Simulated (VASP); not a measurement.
Runs of VASP 6.6.1 on CdSe (Cadmoselite). The structure is that of space group P6_3mc (No. 186), or close to it. The cells are those of the table. 

```tsv
task	level	cell	gap on the mesh (eV)	pressure (GPa)	relaxed volume (Å³/atom)	largest force (eV/Å)
relaxation of cell and atoms	revPBE+D3(BJ)	relaxed from a = 4.300, b = 4.300, c = 7.020 Å, angles 90.0, 90.0, 120.0°, 4 atoms	0.77	0.0	(a)	0.01
single point	revPBE+D3(BJ)	a = 4.305, b = 4.305, c = 7.040 Å, angles 90.0, 90.0, 120.0°, 4 atoms	(b)	0.3	-	-
single point	RPBE	a = 4.445, b = 4.445, c = 7.255 Å, angles 90.0, 90.0, 120.0°, 4 atoms	0.62	0.2	-	0.01
single point	PBE+D4	a = 4.323, b = 4.323, c = 7.063 Å, angles 90.0, 90.0, 120.0°, 4 atoms	0.63	0.3	-	-
relaxation of cell and atoms	RPBE	relaxed from a = 4.300, b = 4.300, c = 7.020 Å, angles 90.0, 90.0, 120.0°, 4 atoms	0.61	0.0	31.15	-
```

Alike in all rows: potentials or basis VASP PAW PBE potentials, release 64 (Cd, Se); no spin polarisation; k mesh 6 × 6 × 4; cutoff (eV) 500; smearing gaussian 0.01 eV.

Q: Fill in the values left out.

A: (a) 28.43; (b) 0.78.

Caveats: the PAW data sets were made with another functional, which shifts forces and pressure a little (some runs); the volume moved by +11 % from the deposited cell, more than functionals usually miss (some runs).

A k mesh can miss the band edges, and the runs leave out spin-orbit coupling on Cd, Se.
